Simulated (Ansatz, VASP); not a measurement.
# AgSn2SeI3: VASP beside Ansatz

```xyz
7
Lattice="6.7426 0.0000 0.0000 -3.3713 5.8393 0.0000 0.0000 0.0000 10.3278" Properties=species:S:1:pos:R:3 pbc="T T T"
Ag    0.0000    0.0000    0.0000
Sn    0.0000    0.0000    2.6261
Sn    0.0000    0.0000    7.7017
Se    0.0000    0.0000    5.1639
I     3.3713    0.0000    0.0000
I    -1.6857    2.9196    0.0000
I     1.6857    2.9196    0.0000
```

Alike in both runs: functional PBE; k mesh 3 × 3 × 2; occupations gaussian, width 0.15 eV; no spin polarisation.

Ansatz relaxed the structure, and its values are those at the end. VASP's run is a single point on that final structure, the one shown.

|  | VASP | Ansatz |
| --- | --- | --- |
| version | VASP 6.6.1 | Ansatz 0.2.0 |
| potentials or method | VASP PAW PBE potentials, release 64 (Ag, Sn_d, Se, I), cutoff 520 eV | scalar-relativistic, plane waves, PAW |
| valence electrons in the cell | 66 | 114 |

VASP gave:

| Quantity | Value |
| --- | --- |
| gap on the k mesh at the Fermi level (eV) | none |
| pressure (GPa) | 0.5 |
| rms of the force components (eV/Å) | 0.008 |

Task: What did Ansatz give for the same quantities?

Result: gap on the k mesh at the Fermi level (eV): none; pressure (GPa): 0.5; rms of the force components (eV/Å): 0.006.

A gap of «none» marks a metal or a gap that the smearing closes. VASP's potentials hold 66 valence electrons a cell and Ansatz's 114, so a difference there can come from the potentials and not from the codes.

Spin-orbit coupling is off throughout.
